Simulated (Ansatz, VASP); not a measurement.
# Al: VASP beside Ansatz

INCAR

```
SYSTEM = Al
PREC = Accurate
ENCUT = 520
EDIFF = 1E-6
ISMEAR = 0
SIGMA = 0.15
LREAL = .FALSE.
LASPH = .TRUE.
NELM = 100
ALGO = Normal
ISIF = 2
LWAVE = .FALSE.
LCHARG = .FALSE.
GGA = PE
IVDW = 12
NBANDS = 14
```

File KPOINTS:

```
regular mesh
0
G
  18 18 4
  0 0 0
```

POSCAR

```
Al
1.0
    2.7356000000      0.0000000000      0.0000000000
   -1.3678000000      2.3690990946      0.0000000000
    0.0000000000      0.0000000000      9.2410470711
Al
4
Direct
    0.0000000000      0.0000000000      0.0000000000
    0.3333333333      0.6666666667      0.2500000000
    0.0000000000      0.0000000000      0.5000000000
    0.6666666667      0.3333333333      0.7500000000
```

Input for Ansatz:

```yaml
crystal:
  lattice:
    - [2.7356, 0.0, 0.0]
    - [-1.3678, 2.3690990946, 0.0]
    - [0.0, 0.0, 9.2410470711]
  atoms:
    - { symbol: Al, position: [0.0, 0.0, 0.0] }
    - { symbol: Al, position: [0.3333333333, 0.6666666667, 0.25] }
    - { symbol: Al, position: [0.0, 0.0, 0.5] }
    - { symbol: Al, position: [0.6666666667, 0.3333333333, 0.75] }
basis:
  ecutwfc: 420
kpoints:
  mp_grid: { grid: [18, 18, 4] }
hamiltonian:
  xc: pbe
  pseudopotentials: { kind: paw, azcp: { folder: soft_1 } }
  dispersion: d3bj
scf:
  occupations: { method: gaussian, width: 0.15 }
output:
  forces: true
  stress: true
  eigenvalues: true
```

Alike in both runs: task single point; functional PBE; dispersion D3(BJ); k mesh 18 × 18 × 4; occupations gaussian, width 0.15 eV; no spin polarisation.

```csv
,VASP,Ansatz
version,VASP 6.6.1,Ansatz 0.2.0
potentials or method,"VASP PAW PBE potentials, release 64 (Al), cutoff 520 eV","scalar-relativistic, plane waves, PAW"
valence electrons in the cell,12,12
```

|  | VASP | Ansatz | Ansatz less VASP |
| --- | --- | --- | --- |
| gap on the k mesh at the Fermi level (eV) | none | none | - |
| pressure (GPa) | 5.7 | 5.7 | 0.00 |
| traceless stress, the component that is largest in VASP (GPa) | -2.28 | -2.28 | -0.003 |

A gap of «none» marks a metal or a gap that the smearing closes.
